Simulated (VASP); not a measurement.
# AgCl in VASP: notebook

AgCl is run at these levels: r2SCAN, PBE; tasks: single point.

All numbers are computed with VASP 6.6.1; they aren't measurements. Logs are shortened: lines on timing, memory, paths and dates and some standing lists are left out, and cuts for length are marked.

### Step 1. The cell of the first run

It takes space group Imm2 (No. 44, orthorhombic). Conventional cell: a = 4.113 Å, b = 4.353 Å, c = 5.986 Å, α = 90.00°, β = 90.00°, γ = 90.00°. Within 3.4 Å of Ag (site symmetry mm2) lie 4 Cl at 2.58 to 2.61 Å. Within 3.4 Å of Cl (site symmetry mm2) lie 4 Ag at 2.58 to 2.61 Å.

### Step 2. Single point, r2SCAN (shear xy strain +5.7%)

The input, POSCAR:

```
AgCl
1.0
    0.0850081913      2.9932461729      2.9932461729
    2.9932461729      0.0850081913      2.9932461729
    3.0782543642      3.0782543642      0.0000000000
Ag Cl
1 1
Direct
    0.0097020167      0.0097020167     -0.0097020167
    0.2402979833      0.2402979833      0.2597020167
```

The input, INCAR.step1:

```
PREC = Accurate
ENCUT = 520
ISMEAR = 0
SIGMA = 0.01
LREAL = F
LASPH = T
NELM = 100
NBANDS = 16
GGA = PE
ALGO = Normal
EDIFF = 1E-4
LWAVE = T
LCHARG = F
```

The input, INCAR.step2:

```
PREC = Accurate
ENCUT = 520
EDIFF = 1E-6
ISMEAR = 0
SIGMA = 0.01
LREAL = F
LASPH = T
NELM = 100
ALGO = Normal
ISIF = 2
LWAVE = F
LCHARG = F
METAGGA = R2SCAN
LMIXTAU = T
NBANDS = 16
ISTART = 1
```

The input, KPOINTS:

```
Automatic mesh
0
Gamma
  8 8 8
```

Potentials or basis: VASP PAW PBE potentials, release 64 (Ag, Cl).

Command:

```bash
$ cat potpaw_PBE.64/Ag/POTCAR potpaw_PBE.64/Cl/POTCAR > POTCAR
$ cp INCAR.step1 INCAR
$ mpirun -np 1 vasp_std > vasp.out
$ cp INCAR.step2 INCAR
$ mpirun -np 1 vasp_std > vasp.out
```

OUTCAR:

```text
PREC = Accurate
   ENCUT = 520
   EDIFF = 1E-6
   ISMEAR = 0
   LREAL = F
   LASPH = T
   NELM = 100
   ISIF = 2
   METAGGA = R2SCAN
   ISTART = 1

 ion  position               nearest neighbor table
   1  0.010  0.010  0.990-   2 2.58   2 2.58   2 2.61   2 2.61
   2  0.240  0.240  0.260-   1 2.58   1 2.58   1 2.61   1 2.61

  LATTYP: Found a body centered orthorhombic cell.
 ALAT       =     4.1128695962
 B/A-ratio  =     1.0584602717
 C/A-ratio  =     1.4555512169

  Lattice vectors:

 A1 = (   2.9932461729,   0.0850081913,  -2.9932461729)
 A2 = (  -2.9932461729,  -0.0850081913,  -2.9932461729)
 A3 = (   0.0850081913,   2.9932461729,   2.9932461729)

Analysis of symmetry for initial positions (statically):
=====================================================================
 Subroutine PRICEL returns:
 Original cell was already a primitive cell.

 Routine SETGRP: Setting up the symmetry group for a
 body centered orthorhombic supercell.

 Subroutine GETGRP returns: Found  4 space group operations
 (whereof  4 operations were pure point group operations)
 out of a pool of  8 trial point group operations.

The static configuration has the point symmetry C_2v.

Analysis of symmetry for dynamics (positions and initial velocities):
=====================================================================
 Subroutine PRICEL returns:
 Original cell was already a primitive cell.

 Routine SETGRP: Setting up the symmetry group for a
 body centered orthorhombic supercell.

 Subroutine GETGRP returns: Found  4 space group operations
 (whereof  4 operations were pure point group operations)
 out of a pool of  8 trial point group operations.

The dynamic configuration has the point symmetry C_2v.

 Subroutine INISYM returns: Found  4 space group operations
 (whereof  4 operations are pure point group operations),
 and found     1 'primitive' translations

----------------------------------------------------------------------------------------

                                     Primitive cell

  volume of cell :      53.5929

  direct lattice vectors                    reciprocal lattice vectors
     0.085008191  2.993246173  2.993246173    -0.171925407  0.171925407  0.167042726
     2.993246173  0.085008191  2.993246173     0.171925407 -0.171925407  0.167042726
     3.078254364  3.078254364  0.000000000     0.162429722  0.162429722 -0.167042726

  length of vectors
     4.233942807  4.233942807  4.353309070     0.294991464  0.294991464  0.284024825

  position of ions in fractional coordinates (direct lattice)
     0.009702017  0.009702017  0.990297983
     0.240297983  0.240297983  0.259702017

  ion indices of the primitive-cell ions
   primitive index   ion index
                 1           1
                 2           2

----------------------------------------------------------------------------------------

 KPOINTS: Automatic mesh

Automatic generation of k-mesh.
 Grid dimensions read from file:
 generate k-points for:    8    8    8

 Generating k-lattice:

  Cartesian coordinates                     Fractional coordinates (reciprocal lattice)
    -0.021490676  0.021490676  0.020880341     0.125000000  0.000000000  0.000000000
     0.021490676 -0.021490676  0.020880341     0.000000000  0.125000000  0.000000000
     0.020303715  0.020303715 -0.020880341     0.000000000  0.000000000  0.125000000

  Length of vectors
     0.036873933  0.036873933  0.035503103

  Shift w.r.t. Gamma in fractional coordinates (k-lattice)
     0.000000000  0.000000000  0.000000000

 Subroutine IBZKPT returns following result:
 ===========================================

 Found     95 irreducible k-points:

 Following reciprocal coordinates:
            Coordinates               Weight
  0.000000  0.000000  0.000000      1.000000
  0.125000  0.000000  0.000000      4.000000
  0.250000  0.000000  0.000000      4.000000
  0.375000  0.000000  0.000000      4.000000
  0.500000  0.000000  0.000000      2.000000
  0.125000  0.125000  0.000000      2.000000
[... 16 lines left out ...]
  0.125000 -0.000000  0.125000      4.000000
  0.250000  0.000000  0.125000      8.000000
 [... further k-points ...]
   k-points           NKPTS =     95   k-points in BZ     NKDIM =     95   number of bands    NBANDS=     16
   number of dos      NEDOS =    301   number of ions     NIONS =      2
   total plane-waves  NPLWV =  32768
   dimension x,y,z NGX =    32 NGY =   32 NGZ =   32
   dimension x,y,z NGXF=    64 NGYF=   64 NGZF=   64
   ions per type =               1   1
   NGX,Y,Z   is equivalent  to a cutoff of  12.56, 12.56, 12.22 a.u.
   NGXF,Y,Z  is equivalent  to a cutoff of  25.13, 25.13, 24.44 a.u.
 SYSTEM =  unknown system
   PREC   = accura    normal or accurate (medium, high low for compatibility)
   ISTART =      1    job   : 0-new  1-cont  2-samecut
   ICHARG =      0    charge: 1-file 2-atom 10-const
   ISPIN  =      1    spin polarized calculation?
   LNONCOLLINEAR =      F non collinear calculations
   LSORBIT =      F    spin-orbit coupling
   LASPH  =      T    aspherical Exc in radial PAW
   ENCUT  =  520.0 eV  38.22 Ry    6.18 a.u.   7.87  7.87  8.09*2*pi/ulx,y,z
   NELM   =    100;   NELMIN=  2; NELMDL=  0     # of ELM steps
   EDIFF  = 0.1E-05   stopping-criterion for ELM
   LREAL  =      F    real-space projection
   EDIFFG = 0.1E-04   stopping-criterion for IOM
   NSW    =      0    number of steps for IOM
   IBRION =     -1    ionic relax: 0-MD 1-quasi-New 2-CG
   NFREE  =      0    steps in history (QN), initial steepest desc. (CG)
   ISIF   =      2    stress and relaxation
   ISYM   =      2    0-nonsym 1-usesym 2-fastsym
   POTIM  = 0.5000    time-step for ionic-motion
   TEBEG  =    0.0;   TEEND  =   0.0 temperature during run
   PSTRESS=    0.0 pullay stress
   NELECT =      18.0000    total number of electrons
   NUPDOWN=      -1.0000    fix difference up-down
   EMIN   =  10.00;   EMAX   =-10.00  energy-range for DOS
   EFERMI =   0.00;   METHOD = LEGACY
   ISMEAR =     0;   SIGMA  =   0.01  broadening in eV -4-tet -1-fermi 0-gaus
   EFERMI_NEDOS =   21; number of points for ismear=-14 and -15
   IALGO  =     38    algorithm
   IMIX   =      4    mixing-type and parameters
     AMIX     =   0.40;   BMIX     =  1.00
     AMIX_MAG =   1.60;   BMIX_MAG =  1.00
[... 38 lines left out ...]
      3      -2.7322      2.00000
      4      -2.5841      2.00000
      5      -0.6598      2.00000
      6      -0.6545      2.00000
[... 8 lines left out ...]
     15      14.6386      0.00000
     16      14.7020      0.00000

 k-point     2 :       0.1250    0.0000    0.0000
  band No.  band energies     occupation
      1     -14.0210      2.00000
      2      -2.8183      2.00000
      3      -2.7423      2.00000
      4      -2.6046      2.00000
      5      -0.6619      2.00000
      6      -0.6596      2.00000
[... 8 lines left out ...]
     15      13.9928      0.00000
     16      14.8468      0.00000

 k-point     3 :       0.2500    0.0000    0.0000
  band No.  band energies     occupation
      1     -13.9546      2.00000
      2      -2.7820      2.00000
      3      -2.7371      2.00000
      4      -2.6000      2.00000
      5      -0.6640      2.00000
      6      -0.6393      2.00000
[... 8 lines left out ...]
     15      13.7854      0.00000
     16      14.0606      0.00000

 k-point     4 :       0.3750    0.0000    0.0000
  band No.  band energies     occupation
      1     -13.8873      2.00000
      2      -2.7755      2.00000
      3      -2.6582      2.00000
      4      -2.5805      2.00000
      5      -0.6352      2.00000
      6      -0.5845      2.00000
[... 8 lines left out ...]
     15      14.1797      0.00000
     16      14.7191      0.00000

 k-point     5 :       0.5000    0.0000    0.0000
  band No.  band energies     occupation
      1     -13.8592      2.00000
      2      -2.7459      2.00000
      3      -2.6266      2.00000
      4      -2.5752      2.00000
      5      -0.6099      2.00000
      6      -0.5503      2.00000
[... 8 lines left out ...]
     15      15.1284      0.00000
     16      15.5083      0.00000

 k-point     6 :       0.1250    0.1250    0.0000
  band No.  band energies     occupation
      1     -14.0142      2.00000
      2      -2.8101      2.00000
      3      -2.7975      2.00000
      4      -2.5288      2.00000
      5      -0.6961      2.00000
      6      -0.6330      2.00000
[... 8 lines left out ...]
     15      14.7441      0.00000
     16      15.8965      0.00000

 k-point     7 :       0.2500    0.1250    0.0000
  band No.  band energies     occupation
      1     -13.9626      2.00000
      2      -2.8599      2.00000
      3      -2.7209      2.00000
      4      -2.4920      2.00000
      5      -0.7116      2.00000
      6      -0.6164      2.00000
[... 8 lines left out ...]
     15      14.4311      0.00000
     16      15.6155      0.00000

 k-point     8 :       0.3750    0.1250    0.0000
  band No.  band energies     occupation
      1     -13.8957      2.00000
      2      -2.8382      2.00000
      3      -2.6349      2.00000
      4      -2.4837      2.00000
      5      -0.6705      2.00000
      6      -0.5979      2.00000
[... 8 lines left out ...]
     15      14.6856      0.00000
     16      15.1058      0.00000

 k-point     9 :       0.5000    0.1250    0.0000
  band No.  band energies     occupation
      1     -13.8528      2.00000
      2      -2.7614      2.00000
      3      -2.5913      2.00000
      4      -2.5181      2.00000
      5      -0.6082      2.00000
      6      -0.6024      2.00000
[... 8 lines left out ...]
     15      15.2132      0.00000
     16      15.4052      0.00000
[... 172 lines left out ...]
 k-point    19 :       0.5000    0.3750    0.0000
  band No.  band energies     occupation
      1     -13.8213      2.00000
      2      -3.0057      2.00000
      3      -2.3938      2.00000
      4      -2.1079      2.00000
      5      -0.6693      2.00000
      6      -0.5353      2.00000
[... 8 lines left out ...]
     15      15.4212      0.00000
     16      16.2063      0.00000

 k-point    20 :      -0.3750    0.3750    0.0000
  band No.  band energies     occupation
      1     -13.8132      2.00000
      2      -2.8928      2.00000
      3      -2.4279      2.00000
      4      -2.1895      2.00000
      5      -0.7550      2.00000
      6      -0.5974      2.00000
[... 8 lines left out ...]
     15      14.9591      0.00000
     16      16.6139      0.00000

 k-point    21 :       0.5000    0.5000    0.0000
  band No.  band energies     occupation
      1     -13.8146      2.00000
      2      -3.0584      2.00000
      3      -2.3455      2.00000
      4      -2.0473      2.00000
      5      -0.6280      2.00000
      6      -0.5053      2.00000
[... 8 lines left out ...]
     15      15.0558      0.00000
     16      16.0224      0.00000

 k-point    22 :       0.0000    0.0000    0.1250
  band No.  band energies     occupation
      1     -14.0236      2.00000
      2      -2.8736      2.00000
      3      -2.7039      2.00000
      4      -2.5573      2.00000
      5      -0.6672      2.00000
      6      -0.6567      2.00000
[... 8 lines left out ...]
     15      14.2084      0.00000
     16      15.0437      0.00000

 k-point    23 :       0.1250   -0.0000    0.1250
  band No.  band energies     occupation
      1     -14.0134      2.00000
      2      -2.8739      2.00000
      3      -2.6726      2.00000
      4      -2.5947      2.00000
      5      -0.6920      2.00000
      6      -0.6359      2.00000
[... 8 lines left out ...]
     15      14.6599      0.00000
     16      15.7918      0.00000

 k-point    24 :       0.2500    0.0000    0.1250
  band No.  band energies     occupation
      1     -13.9593      2.00000
      2      -2.8712      2.00000
      3      -2.6426      2.00000
      4      -2.5961      2.00000
      5      -0.7126      2.00000
      6      -0.6072      2.00000
[... 8 lines left out ...]
     15      14.4524      0.00000
     16      15.3172      0.00000

 [... further k-points ...]

------------------------ aborting loop because EDIFF is reached ----------------------------------------

  FORCE on cell =-STRESS in cart. coord.  units (eV):
  Direction    XX          YY          ZZ          XY          YZ          ZX
  --------------------------------------------------------------------------------------
  -------------------------------------------------------------------------------------
  Total       -0.0553100     -0.0553100     -0.0523044     -0.0445321      0.0000000      0.0000000
  in kB       -1.6535124     -1.6535124     -1.5636591     -1.3313017      0.0000000      0.0000000
  external PRESSURE =      -1.6235613 kB  Pullay stress =       0.0000000 kB

 VOLUME and BASIS-vectors are now :
 -----------------------------------------------------------------------------
  energy-cutoff  :      520.00
  volume of cell :       53.59
      direct lattice vectors                 reciprocal lattice vectors
     0.085008191  2.993246173  2.993246173    -0.171925407  0.171925407  0.167042726
     2.993246173  0.085008191  2.993246173     0.171925407 -0.171925407  0.167042726
     3.078254364  3.078254364  0.000000000     0.162429722  0.162429722 -0.167042726

 POSITION                                       TOTAL-FORCE (eV/Angst)
 -----------------------------------------------------------------------------------
      3.07825      3.07825      0.05808         0.000000      0.000000      0.003648
      1.53913      1.53913      1.43854         0.000000      0.000000     -0.003648
 -----------------------------------------------------------------------------------
    total drift:                               -0.000008     -0.000008     -0.000032

  FREE ENERGIE OF THE ION-ELECTRON SYSTEM (eV)
  ---------------------------------------------------
  free  energy   TOTEN  =       -28.5429663650 eV

  energy  without entropy=      -28.5429663650  energy(sigma->0) =      -28.54296636
```

It took 3 min on 1 thread of AMD EPYC 7R13 (Zen 3), shared host; peak memory 0.21 GiB.

What came out:

```
Free energy            : -28.5430 eV
Pressure               : -0.2 GPa
Largest force          : 0.004 eV/Å
Band gap on the k mesh : 1.55 eV, direct
```

Forces in eV/Å, atoms in the order of the input:
```
Ag   0.000  0.000  0.004
Cl   0.000  0.000 -0.004
```

Levels at points of the mesh, in eV from the valence-band top:
| k point | band 6 | band 7 | band 8 | band 9 | band 10 | band 11 | band 12 | band 13 |
| --- | --- | --- | --- | --- | --- | --- | --- | --- |
| (0.00, 0.00, 0.00) | -2.16 | -0.12 | -0.05 | 0.00 | 1.55 | 8.31 | 8.67 | 9.05 |
| (0.50, 0.00, 0.00) | -2.06 | -1.97 | -0.64 | -0.50 | 4.09 | 7.06 | 8.70 | 8.82 |
| (0.50, 0.50, 0.00) | -2.01 | -1.73 | -1.41 | -1.40 | 4.86 | 6.10 | 8.93 | 11.11 |
| (0.00, 0.00, 0.50) | -2.08 | -2.05 | -0.75 | -0.62 | 4.26 | 6.81 | 9.08 | 9.17 |
| (0.50, 0.00, 0.50) | -2.01 | -1.72 | -1.39 | -1.38 | 5.03 | 5.92 | 8.86 | 11.27 |

Caveat: the cell differs from its parent crystal (shear xy strain +5.7%); the PAW data sets were made with another functional, which shifts forces and pressure a little. A k mesh can miss the band edges.

### Step 3. Single point, r2SCAN (uniaxial x strain -2.8%)

The input, POSCAR:

```
AgCl
1.0
    0.0000000000      2.9932461729      2.9932461729
    2.9094352801      0.0000000000      2.9932461729
    2.9094352801      2.9932461729      0.0000000000
Ag Cl
1 1
Direct
    0.0000000000      0.0000000000      0.0000000000
    0.2500000000      0.2500000000      0.2500000000
```

The input, INCAR.step1:

```
SYSTEM = AgCl
PREC = Accurate ; ENCUT = 520
ISMEAR = 0 ; SIGMA = 0.01
LREAL = .False. ; LASPH = .True.
NELM = 100 ; NBANDS = 16
GGA = PE ; ALGO = Normal
EDIFF = 1E-4 ; LWAVE = .True.
LCHARG = .False.
```

The input, INCAR.step2:

```
SYSTEM = AgCl
PREC = Accurate ; ENCUT = 520
EDIFF = 1E-7 ; ISMEAR = 0
SIGMA = 0.01 ; LREAL = .False.
LASPH = .True. ; NELM = 100
ALGO = Normal ; ISIF = 2
LWAVE = .False. ; LCHARG = .False.
METAGGA = R2SCAN ; LMIXTAU = .True.
NBANDS = 16 ; ISTART = 1
```

The input, KPOINTS:

```
regular mesh
0
Gamma
  8 8 8
  0 0 0
```

Potentials or basis: VASP PAW PBE potentials, release 64 (Ag, Cl).

Command:

```bash
$ cat potpaw_PBE.64/Ag/POTCAR potpaw_PBE.64/Cl/POTCAR > POTCAR
$ cp INCAR.step1 INCAR
$ mpirun -np 1 vasp_std > vasp.out
$ cp INCAR.step2 INCAR
$ mpirun -np 1 vasp_std > vasp.out
```

Wall time 2.5 min (1 thread of AMD EPYC 7R13 (Zen 3), shared host); peak memory 0.19 GiB.

Results (log left out):

| Property | Result |
| --- | --- |
| Free energy | -28.5393 eV |
| Pressure | 1.0 GPa |
| Band gap on the k mesh | 1.54 eV, direct |

Levels at points of the mesh, in eV from the valence-band top:
| k point | band 7 | band 8 | band 9 | band 10 | band 11 | band 12 |
| --- | --- | --- | --- | --- | --- | --- |
| (0.00, 0.00, 0.00) | -0.04 | -0.04 | 0.00 | 1.54 | 8.61 | 8.61 |
| (0.50, 0.00, 0.00) | -2.08 | -0.65 | -0.63 | 4.18 | 7.01 | 8.80 |
| (0.50, 0.50, 0.00) | -1.83 | -1.51 | -1.41 | 5.02 | 6.03 | 8.88 |
| (0.00, 0.50, 0.50) | -1.76 | -1.46 | -1.46 | 4.98 | 5.89 | 9.12 |

Caveat: the cell differs from its parent crystal (uniaxial x strain -2.8%); the PAW data sets were made with another functional, which shifts forces and pressure a little.

### Step 4. Single point, PBE (epitaxial xy strain -1.5%)

The input, INCAR:

```
PREC     = Accurate       # precision mode
ENCUT    = 520            # plane-wave cutoff, eV
EDIFF    = 1E-6           # SCF threshold, eV
ISMEAR   = -1             # smearing method
SIGMA    = 0.02           # smearing width, eV
LREAL    = F              # projectors in reciprocal space
LASPH    = T              # aspherical terms in the spheres
NELM     = 100            # most SCF steps
ALGO     = Normal         # electronic algorithm
ISIF     = 2              # what is computed and relaxed
LWAVE    = F              # write WAVECAR
LCHARG   = T              # write CHGCAR
GGA      = PE             # functional
LELF     = T              # ELF
LVHAR    = T            
NBANDS   = 16             # bands
```

The input, KPOINTS:

```
Automatic mesh
0
Gamma
  8 8 8
```

The input, POSCAR:

```
AgCl
1.0
    0.0000000000      2.9480481557      3.0808299508
    2.9480481557      0.0000000000      3.0808299508
    2.9480481557      2.9480481557      0.0000000000
Ag Cl
1 1
Direct
    0.0000000000      0.0000000000      0.0000000000
    0.2500000000      0.2500000000      0.2500000000
```

Command:

```bash
$ cat potpaw_PBE.64/Ag/POTCAR potpaw_PBE.64/Cl/POTCAR > POTCAR
$ mpirun -np 1 vasp_std > vasp.out
```

It took 26 s on 1 thread of AMD EPYC 7R13 (Zen 3), shared host; peak memory 0.17 GiB.

Results (log left out):

| Quantity | Value |
| --- | --- |
| Free energy | -5.4457 eV |
| Pressure | 1.1 GPa |
| Band gap on the k mesh | 1.23 eV, direct |

Stress tensor (GPa, compression positive):
```
1.13 0.00 0.00
0.00 1.13 0.00
0.00 0.00 1.04
```

Levels at points of the mesh, in eV from the valence-band top:
```tsv
k point	band 6	band 7	band 8	band 9	band 10	band 11	band 12	band 13
(0.00, 0.00, 0.00)	-2.13	-0.07	0.00	0.00	1.23	8.05	8.10	8.10
(0.50, 0.00, 0.00)	-2.08	-1.99	-0.61	-0.58	3.73	6.68	8.28	8.60
(0.50, 0.50, 0.00)	-2.00	-1.82	-1.37	-1.37	4.83	5.51	8.52	10.79
(0.50, 0.00, 0.50)	-2.01	-1.70	-1.44	-1.30	4.77	5.37	8.79	10.37
```

Caveat: the cell differs from its parent crystal (epitaxial xy strain -1.5%).

### Step 5. Summary

```csv
level,cell,smearing,gap on the mesh (eV),pressure (GPa)
r2SCAN,"a = 4.234, b = 4.234, c = 4.353 Å, angles 59.1, 59.1, 58.1°, 2 atoms",gaussian 0.01 eV,1.55,-0.2
r2SCAN,"a = 4.233, b = 4.174, c = 4.174 Å, angles 60.9, 59.5, 59.5°, 2 atoms",gaussian 0.01 eV,1.54,1.0
PBE,"a = 4.264, b = 4.264, c = 4.169 Å, angles 60.7, 60.7, 58.5°, 2 atoms",fermi-dirac 0.02 eV,1.23,1.1
```

Alike in all rows: task single point; potentials or basis VASP PAW PBE potentials, release 64 (Ag, Cl); no spin polarisation; k mesh 8 × 8 × 8; cutoff (eV) 520.

Caveats: the PAW data sets were made with another functional, which shifts forces and pressure a little (some runs).

Absolute energies hang on the potentials; compare differences alone.
